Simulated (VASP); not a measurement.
# K (P6_3/mmc) in VASP: single point with r2SCAN

Aim: the single point of K with r2SCAN.

All numbers are computed with VASP 6.6.1; they aren't measurements. Logs are shortened: lines on timing, memory, paths and dates and some standing lists are left out, and cuts for length are marked.

### Step 1. The cell of the first run

The structure is hexagonal, space group P6_3/mmc (No. 194). Conventional cell: a = 4.780 Å, b = 4.780 Å, c = 15.448 Å, α = 90.00°, β = 90.00°, γ = 120.00°.

This isn't the form of K at room conditions, which is bcc.

### Step 2. Single point, r2SCAN

Input file POSCAR:

```
K
1.0
    4.7798407474     -0.0000000001      0.0000000000
   -2.3899203736      4.1394635134      0.0000000000
    0.0000000000      0.0000000000     15.4478137506
K
4
Direct
    0.0000000000      0.0000000000      0.0000000000
    0.0000000000      0.0000000000      0.5000000000
    0.3333333333      0.6666666667      0.2500000000
    0.6666666667      0.3333333333      0.7500000000
```

Input file INCAR.step1:

```
SYSTEM = K
ALGO = Normal
EDIFF = 1E-4
ENCUT = 520
GGA = PE
ISMEAR = 0
LASPH = .TRUE.
LCHARG = .FALSE.
LREAL = .FALSE.
LWAVE = .TRUE.
NBANDS = 26
NELM = 100
PREC = Accurate
SIGMA = 0.1
```

Input file INCAR.step2:

```
SYSTEM = K
ALGO = Normal
EDIFF = 1E-7
ENCUT = 520
ISIF = 2
ISMEAR = 0
ISTART = 1
LASPH = .TRUE.
LCHARG = .FALSE.
LMIXTAU = .TRUE.
LREAL = .FALSE.
LWAVE = .FALSE.
METAGGA = R2SCAN
NBANDS = 26
NELM = 100
PREC = Accurate
SIGMA = 0.1
```

Input file KPOINTS:

```
k-points
0
G
  12 12 4
  0 0 0
```

Potentials or basis: VASP PAW PBE potentials, release 64 (K_sv).

Run with:

```console
$ cat potpaw_PBE.64/K_sv/POTCAR > POTCAR
$ cp INCAR.step1 INCAR
$ mpirun -np 1 vasp_std > vasp.out
$ cp INCAR.step2 INCAR
$ mpirun -np 1 vasp_std > vasp.out
```

OUTCAR:

```text
SYSTEM = K
   EDIFF = 1E-7
   ENCUT = 520
   ISIF = 2
   ISMEAR = 0
   ISTART = 1
   LASPH = .TRUE.
   LREAL = .FALSE.
   METAGGA = R2SCAN
   NELM = 100
   PREC = Accurate

 ion  position               nearest neighbor table
   1  0.000  0.000  0.000-
   2  0.000  0.000  0.500-
   3  0.333  0.667  0.250-
   4  0.667  0.333  0.750-

  LATTYP: Found a hexagonal cell.
 ALAT       =     4.7798407474
 C/A-ratio  =     3.2318678732

  Lattice vectors:

 A1 = (   4.7798407474,  -0.0000000001,   0.0000000000)
 A2 = (  -2.3899203736,   4.1394635134,   0.0000000000)
 A3 = (   0.0000000000,   0.0000000000,  15.4478137506)

Analysis of symmetry for initial positions (statically):
=====================================================================
 Subroutine PRICEL returns:
 Original cell was already a primitive cell.

 Routine SETGRP: Setting up the symmetry group for a
 hexagonal supercell.

 Subroutine GETGRP returns: Found 24 space group operations
 (whereof 12 operations were pure point group operations)
 out of a pool of 24 trial point group operations.

The static configuration has the point symmetry D_3d.
 The point group associated with its full space group is D_6h.

Analysis of symmetry for dynamics (positions and initial velocities):
=====================================================================
 Subroutine PRICEL returns:
 Original cell was already a primitive cell.

 Routine SETGRP: Setting up the symmetry group for a
 hexagonal supercell.

 Subroutine GETGRP returns: Found 24 space group operations
 (whereof 12 operations were pure point group operations)
 out of a pool of 24 trial point group operations.

The dynamic configuration has the point symmetry D_3d.
 The point group associated with its full space group is D_6h.

 Subroutine INISYM returns: Found 24 space group operations
 (whereof 12 operations are pure point group operations),
 and found     1 'primitive' translations

----------------------------------------------------------------------------------------

                                     Primitive cell

  volume of cell :     305.6501

  direct lattice vectors                    reciprocal lattice vectors
     4.779840747 -0.000000000  0.000000000     0.209211991  0.120788599  0.000000000
    -2.389920374  4.139463513  0.000000000     0.000000000  0.241577199  0.000000000
     0.000000000  0.000000000 15.447813751     0.000000000  0.000000000  0.064734079

  length of vectors
     4.779840747  4.779840747 15.447813751     0.241577199  0.241577199  0.064734079

  position of ions in fractional coordinates (direct lattice)
     0.000000000  0.000000000  0.000000000
     0.000000000  0.000000000  0.500000000
     0.333333333  0.666666667  0.250000000
     0.666666667  0.333333333  0.750000000

  ion indices of the primitive-cell ions
   primitive index   ion index
                 1           1
                 2           2
                 3           3
                 4           4

----------------------------------------------------------------------------------------

 KPOINTS: k-points

Automatic generation of k-mesh.
 Grid dimensions read from file:
 generate k-points for:   12   12    4

 Generating k-lattice:

  Cartesian coordinates                     Fractional coordinates (reciprocal lattice)
     0.017434333  0.010065717  0.000000000     0.083333333 -0.000000000  0.000000000
     0.000000000  0.020131433  0.000000000     0.000000000  0.083333333  0.000000000
     0.000000000  0.000000000  0.016183520     0.000000000  0.000000000  0.250000000

  Length of vectors
     0.020131433  0.020131433  0.016183520

  Shift w.r.t. Gamma in fractional coordinates (k-lattice)
     0.000000000  0.000000000  0.000000000

 Subroutine IBZKPT returns following result:
 ===========================================

 Found     57 irreducible k-points:

 Following reciprocal coordinates:
            Coordinates               Weight
  0.000000  0.000000  0.000000      1.000000
  0.083333  0.000000  0.000000      6.000000
  0.166667  0.000000  0.000000      6.000000
  0.250000  0.000000  0.000000      6.000000
  0.333333  0.000000  0.000000      6.000000
  0.416667  0.000000  0.000000      6.000000
[... 16 lines left out ...]
  0.250000  0.000000  0.250000     12.000000
  0.333333  0.000000  0.250000     12.000000
 [... further k-points ...]
   k-points           NKPTS =     57   k-points in BZ     NKDIM =     57   number of bands    NBANDS=     26
   number of dos      NEDOS =    301   number of ions     NIONS =      4
   total plane-waves  NPLWV = 155520
   dimension x,y,z NGX =    36 NGY =   36 NGZ =  120
   dimension x,y,z NGXF=    72 NGYF=   72 NGZF=  240
   ions per type =               4
   NGX,Y,Z   is equivalent  to a cutoff of  12.52, 12.52, 12.91 a.u.
   NGXF,Y,Z  is equivalent  to a cutoff of  25.04, 25.04, 25.83 a.u.
 SYSTEM =  K
   PREC   = accura    normal or accurate (medium, high low for compatibility)
   ISTART =      1    job   : 0-new  1-cont  2-samecut
   ICHARG =      0    charge: 1-file 2-atom 10-const
   ISPIN  =      1    spin polarized calculation?
   LNONCOLLINEAR =      F non collinear calculations
   LSORBIT =      F    spin-orbit coupling
   LASPH  =      T    aspherical Exc in radial PAW
   ENCUT  =  520.0 eV  38.22 Ry    6.18 a.u.   8.89  8.89 28.72*2*pi/ulx,y,z
   NELM   =    100;   NELMIN=  2; NELMDL=  0     # of ELM steps
   EDIFF  = 0.1E-06   stopping-criterion for ELM
   LREAL  =      F    real-space projection
   EDIFFG = 0.1E-05   stopping-criterion for IOM
   NSW    =      0    number of steps for IOM
   IBRION =     -1    ionic relax: 0-MD 1-quasi-New 2-CG
   NFREE  =      0    steps in history (QN), initial steepest desc. (CG)
   ISIF   =      2    stress and relaxation
   ISYM   =      2    0-nonsym 1-usesym 2-fastsym
   POTIM  = 0.5000    time-step for ionic-motion
   TEBEG  =    0.0;   TEEND  =   0.0 temperature during run
   PSTRESS=    0.0 pullay stress
   NELECT =      36.0000    total number of electrons
   NUPDOWN=      -1.0000    fix difference up-down
   EMIN   =  10.00;   EMAX   =-10.00  energy-range for DOS
   EFERMI =   0.00;   METHOD = LEGACY
   ISMEAR =     0;   SIGMA  =   0.10  broadening in eV -4-tet -1-fermi 0-gaus
   EFERMI_NEDOS =   21; number of points for ismear=-14 and -15
   IALGO  =     38    algorithm
   IMIX   =      4    mixing-type and parameters
     AMIX     =   0.40;   BMIX     =  1.00
     AMIX_MAG =   1.60;   BMIX_MAG =  1.00
  volume/ion in A,a.u.               =      76.41       515.66
  Fermi-wavevector in a.u.,A,eV,Ry     =   0.802480  1.516467  8.761798  0.643974
  Thomas-Fermi vector in A             =   1.910165
   LORBIT       =      0    0 simple, 1 ext, 2 COOP (PROOUT), +10 PAW based schemes
   METAGGA = R2SCAN    functional components
   LHFCALC =     F    Hartree Fock is set to
   AEXX    =    0.0000 exact exchange contribution
   IVDW    =     0    specifies the selected vdW correction
   LEPSILON=     F    determine dielectric tensor
   LRPA    =     F    only Hartree local field effects (RPA)
 non-spin polarized calculation
 Gauss-broadening in eV      SIGMA  =   0.10
  energy-cutoff  :      520.00
  volume of cell :      305.65
 maximum number of plane-waves:      8301
 NGX is ok and might be reduce to    36
   NGX = 17   NGY = 17   NGZ = 57

 number of electron      36.0000006 magnetization

 Free energy of the ion-electron system (eV)
  ---------------------------------------------------
  ext. energy  EPLUGINS =         0.00000000
  ---------------------------------------------------
  free energy    TOTEN  =       -24.05551448 eV

  energy without entropy =      -24.04321952  energy(sigma->0) =      -24.04936700

 E-fermi :  -0.1485     XC(G=0):  -5.8144

 val. band max:       -0.1638689752   @ k =   0.2500   0.2500   0.2500
 cond. band min:      -0.1180464257   @ k =   0.4167   0.0833   0.5000
 fundamental gap:      0.0458225494
 Fermi energy:        -0.1485199584

 k-point     1 :       0.0000    0.0000    0.0000
  band No.  band energies     occupation
      1     -33.8230      2.00000
      2     -33.8214      2.00000
      3     -33.8211      2.00000
      4     -33.8195      2.00000
      5     -16.5590      2.00000
      6     -16.5286      2.00000
[... 18 lines left out ...]
     25       4.2258      0.00000
     26       4.3318      0.00000

 k-point     2 :       0.0833    0.0000    0.0000
  band No.  band energies     occupation
      1     -33.8228      2.00000
      2     -33.8212      2.00000
      3     -33.8210      2.00000
      4     -33.8194      2.00000
      5     -16.5576      2.00000
      6     -16.5290      2.00000
[... 18 lines left out ...]
     25       4.0792      0.00000
     26       4.1162      0.00000

 k-point     3 :       0.1667    0.0000    0.0000
  band No.  band energies     occupation
      1     -33.8223      2.00000
      2     -33.8209      2.00000
      3     -33.8206      2.00000
      4     -33.8192      2.00000
      5     -16.5538      2.00000
      6     -16.5311      2.00000
[... 18 lines left out ...]
     25       3.5213      0.00000
     26       3.5452      0.00000

 k-point     4 :       0.2500    0.0000    0.0000
  band No.  band energies     occupation
      1     -33.8215      2.00000
      2     -33.8203      2.00000
      3     -33.8201      2.00000
      4     -33.8189      2.00000
      5     -16.5483      2.00000
      6     -16.5369      2.00000
[... 18 lines left out ...]
     25       3.0923      0.00000
     26       3.0934      0.00000

 k-point     5 :       0.3333    0.0000    0.0000
  band No.  band energies     occupation
      1     -33.8207      2.00000
      2     -33.8198      2.00000
      3     -33.8196      2.00000
      4     -33.8187      2.00000
      5     -16.5470      2.00000
      6     -16.5458      2.00000
[... 18 lines left out ...]
     25       2.8572      0.00000
     26       2.9359      0.00000

 k-point     6 :       0.4167    0.0000    0.0000
  band No.  band energies     occupation
      1     -33.8200      2.00000
      2     -33.8194      2.00000
      3     -33.8192      2.00000
      4     -33.8186      2.00000
      5     -16.5533      2.00000
      6     -16.5526      2.00000
[... 427 lines left out ...]
 k-point    21 :       0.0833    0.0000    0.2500
  band No.  band energies     occupation
      1     -33.8227      2.00000
      2     -33.8218      2.00000
      3     -33.8205      2.00000
      4     -33.8196      2.00000
      5     -16.5555      2.00000
      6     -16.5399      2.00000
[... 18 lines left out ...]
     25       3.9896      0.00000
     26       4.2037      0.00000

 k-point    22 :       0.1667    0.0000    0.2500
  band No.  band energies     occupation
      1     -33.8221      2.00000
      2     -33.8213      2.00000
      3     -33.8201      2.00000
      4     -33.8193      2.00000
      5     -16.5520      2.00000
      6     -16.5396      2.00000
[... 18 lines left out ...]
     25       3.4887      0.00000
     26       3.6828      0.00000

 k-point    23 :       0.2500    0.0000    0.2500
  band No.  band energies     occupation
      1     -33.8214      2.00000
      2     -33.8207      2.00000
      3     -33.8197      2.00000
      4     -33.8190      2.00000
      5     -16.5475      2.00000
      6     -16.5412      2.00000
[... 18 lines left out ...]
     25       2.9790      0.00000
     26       3.2721      0.00000

 k-point    24 :       0.3333    0.0000    0.2500
  band No.  band energies     occupation
      1     -33.8206      2.00000
      2     -33.8201      2.00000
      3     -33.8193      2.00000
      4     -33.8188      2.00000
      5     -16.5476      2.00000
      6     -16.5434      2.00000
[... 18 lines left out ...]
     25       2.7186      0.00000
     26       2.8253      0.00000

 [... further k-points ...]

------------------------ aborting loop because EDIFF is reached ----------------------------------------

  FORCE on cell =-STRESS in cart. coord.  units (eV):
  Direction    XX          YY          ZZ          XY          YZ          ZX
  --------------------------------------------------------------------------------------
  -------------------------------------------------------------------------------------
  Total       -0.0199269     -0.0199269      0.0209816     -0.0000000     -0.0000000      0.0000000
  in kB       -0.1044542     -0.1044542      0.1099826     -0.0000000     -0.0000000      0.0000000
  external PRESSURE =      -0.0329753 kB  Pullay stress =       0.0000000 kB

 VOLUME and BASIS-vectors are now :
 -----------------------------------------------------------------------------
  energy-cutoff  :      520.00
  volume of cell :      305.65
      direct lattice vectors                 reciprocal lattice vectors
     4.779840747 -0.000000000  0.000000000     0.209211991  0.120788599  0.000000000
    -2.389920374  4.139463513  0.000000000     0.000000000  0.241577199  0.000000000
     0.000000000  0.000000000 15.447813751     0.000000000  0.000000000  0.064734079

 POSITION                                       TOTAL-FORCE (eV/Angst)
 -----------------------------------------------------------------------------------
      0.00000      0.00000      0.00000        -0.000000      0.000000      0.000000
      0.00000      0.00000      7.72391        -0.000000      0.000000      0.000000
     -0.00000      2.75964      3.86195         0.000000     -0.000000     -0.000000
      2.38992      1.37982     11.58586        -0.000000      0.000000     -0.000000
 -----------------------------------------------------------------------------------
    total drift:                               -0.000000      0.000000      0.000000

  FREE ENERGIE OF THE ION-ELECTRON SYSTEM (eV)
  ---------------------------------------------------
  free  energy   TOTEN  =       -24.0555144797 eV

  energy  without entropy=      -24.0432195167  energy(sigma->0) =      -24.04936700
```

Run time: 68 min. Hardware: 1 thread of Intel Xeon 8259CL, shared host; peak memory 0.64 GiB.

Results:

```
Free energy            : -24.0555 eV
Pressure               : 0.0 GPa
Band gap on the k mesh : zero (bands 18 and 19 overlap by 2.36 eV)
```

Caveat: the PAW data sets were made with another functional, which shifts forces and pressure a little.

The gap in the log of VASP goes by the Fermi energy; the results here count the filled bands.